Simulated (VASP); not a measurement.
Crystal: AlN.

```
Al N
1.0
     3.10669    0.00000    0.00000
    -1.55335    2.69048    0.00000
     0.00000    0.00000    4.97859
Al N
2 2
Cartesian
  0.0000 1.7937 -0.0040
  1.5533 0.8968 2.4853
  0.0000 1.7937 1.8958
  1.5533 0.8968 4.3851
```

Base run:

- Program: VASP 6.6.1
- Functional: LDA
- Potentials or basis: VASP PAW LDA potentials, release 64 (Al, N)
- Cutoff: 520 eV
- k mesh: 6 × 6 × 4
- Occupations: gaussian, width 0.01 eV
- Spin: no spin polarisation

Its results: band gap on the k mesh 4.27 eV, direct; pressure -3.2 GPa; largest force 0.003 eV/Å.

Q: The run is repeated on the same cell with these changes: functional from LDA to r2SCAN; potentials or basis from VASP PAW LDA potentials, release 64 (Al, N) to VASP PAW PBE potentials, release 64 (Al, N). What comes out?

A: Band gap on the k mesh 4.92 eV, direct; pressure -0.4 GPa; largest force 0.004 eV/Å.

Caveats: the PAW data sets were made with another functional, which shifts forces and pressure a little (some runs).

